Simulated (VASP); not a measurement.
The system is BaTa3O2.

```xyz
6
Lattice="6.8404 0.0000 0.0000 -3.4202 5.9239 0.0000 0.0000 0.0000 3.1068" Properties=species:S:1:pos:R:3 pbc="T T T"
Ba    0.0000    0.0000    1.5534
Ta    3.4202    0.0000    0.0000
Ta   -1.7101    2.9620    0.0000
Ta    1.7101    2.9620    0.0000
O     0.0000    3.9493    0.0000
O     3.4202    1.9746    0.0000
```

The cell was built from a structure type or drawn by symmetry, and may not be a known phase.

```yaml
Program: VASP 6.6.1
Task: relaxation of cell and atoms
Functional: PBE
Potentials_or_basis: VASP PAW PBE potentials, release 64 (Ba_sv, Ta_pv, O)
Cutoff: 600 eV
k_mesh: 3 × 3 × 6
Occupations: gaussian, width 0.1 eV
Spin: no spin polarisation
```

At the start: pressure -0.4 GPa; volume 20.98 Å³/atom.

Q: How do energy, volume and symmetry change on relaxing?

A: Over 7 steps the energy falls by 21.6 meV/atom and the volume is 20.35 Å³/atom (-3.0 %); space group P6/mmm (No. 191, to 0.1 Å) before and after.

Step by step:
| step | energy change (eV) | largest force (eV/Å) | pressure (GPa) | volume (Å³) |
| --- | --- | --- | --- | --- |
| 1 | 0.0000 | 0.0000 | -0.41 | 125.89 |
| 2 | -0.1098 | 0.0000 | -2.44 | 124.80 |
| 3 | -0.1102 | 0.0000 | -2.36 | 124.87 |
| 4 | -0.1027 | 0.0000 | 2.69 | 119.11 |
| 5 | -0.1293 | 0.0000 | -0.16 | 122.18 |
| 6 | -0.1293 | 0.0000 | -0.12 | 122.13 |
| 7 | -0.1297 | 0.0000 | 0.11 | 122.12 |

Final structure:
```
Ba Ta O
1.0
     6.88910    0.00000    0.00000
    -3.44455    5.96613    0.00000
     0.00000    0.00000    2.97115
Ba Ta O
1 3 2
Cartesian
  6.8891 0.0000 1.4856
  3.4445 0.0000 2.9712
  5.1668 2.9831 2.9712
  1.7223 2.9831 2.9712
  0.0000 3.9774 0.0000
  3.4445 1.9887 2.9712
```

Caveat: an odd number of electrons without spin polarisation forces a metal; a magnetic or distorted state may lie lower.
